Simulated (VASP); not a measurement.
Set up this calculation in VASP 6.6.1, as the native input.

- Task: single point
- Functional: PBE
- Potentials or basis: VASP PAW PBE potentials, release 64 (Cu)
- Cutoff: 520 eV
- k mesh: 16 × 16 × 16
- Occupations: fermi-dirac, width 0.15 eV
- Spin: no spin polarisation
- Dipole correction: no
- Further INCAR settings: ALGO = Normal; EDIFF = 1e-06; NBANDS = 12

The structure of Cu lies in POSCAR:

```
Cu
1.0
    0.0000000000      1.8429501765      1.8429501765
    1.8429501765      0.0000000000      1.8429501765
    1.8429501765      1.8429501765      0.0000000000
Cu
1
Direct
    0.0000000000      0.0000000000      0.0000000000
```

The input as run:

INCAR

```
SYSTEM = Cu
  PREC = Accurate
  ENCUT = 520
  EDIFF = 1E-6
  ISMEAR = -1
  SIGMA = 0.15
  LREAL = .False.
  LASPH = .True.
  NELM = 100
  ALGO = Normal
  ISIF = 2
  LWAVE = .False.
  LCHARG = .True.
  GGA = PE
  LELF = .True.
  LVHAR = .True.
  NBANDS = 12
```

KPOINTS

```
regular mesh
0
Gamma
  16 16 16
  0 0 0
```

Potentials or basis: VASP PAW PBE potentials, release 64 (Cu).

Command:

```sh
$ cat potpaw_PBE.64/Cu/POTCAR > POTCAR
$ mpirun -np 1 vasp_std > vasp.out
```

It gave:

| Property | Result |
| --- | --- |
| Pressure | -5.1 GPa |

It took 35 s on 1 thread of Intel Xeon 8259CL (shared host), peak memory 0.14 GiB.
